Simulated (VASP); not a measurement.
Crystal: KMgF3.

```
CELL_PARAMETERS angstrom
3.98590 0.00000 0.00000
0.00000 3.98590 0.00000
0.00000 0.00000 3.98590
ATOMIC_POSITIONS crystal
K 0.50000 0.50000 0.50000
Mg 0.00000 0.00000 0.00000
F 0.50000 0.00000 0.00000
F 0.00000 0.50000 0.00000
F 0.00000 0.00000 0.50000
```

- Program: VASP 6.6.1
- Task: relaxation of cell and atoms
- Functional: PBE
- Potentials or basis: VASP PAW PBE potentials, release 64 (K_sv, Mg, F)
- Cutoff: 600 eV
- k mesh: 6 × 6 × 6
- Occupations: gaussian, width 0.02 eV
- Spin: no spin polarisation

At the start: pressure 3.2 GPa; volume 12.67 Å³/atom.

Question: How do energy, volume and symmetry change on relaxing?

Answer: Over 3 steps the energy falls by 5.5 meV/atom and the volume is 13.24 Å³/atom (+4.5 %); space group Pm-3m (No. 221, to 0.05 Å).

The path:
```csv
step,energy change (eV),largest force (eV/Å),pressure (GPa),volume (Å³)
1,0.0000,0.0000,3.24,63.33
2,-0.0269,0.0000,0.48,65.70
3,-0.0276,0.0000,-0.01,66.18
```

Final structure:
```
K Mg F
1.0
     4.04483    0.00000    0.00000
     0.00000    4.04483    0.00000
     0.00000    0.00000    4.04483
K Mg F
1 1 3
Direct
  0.50000 0.50000 0.50000
  0.00000 0.00000 0.00000
  0.50000 0.00000 0.00000
  0.00000 0.50000 0.00000
  0.00000 0.00000 0.50000
```
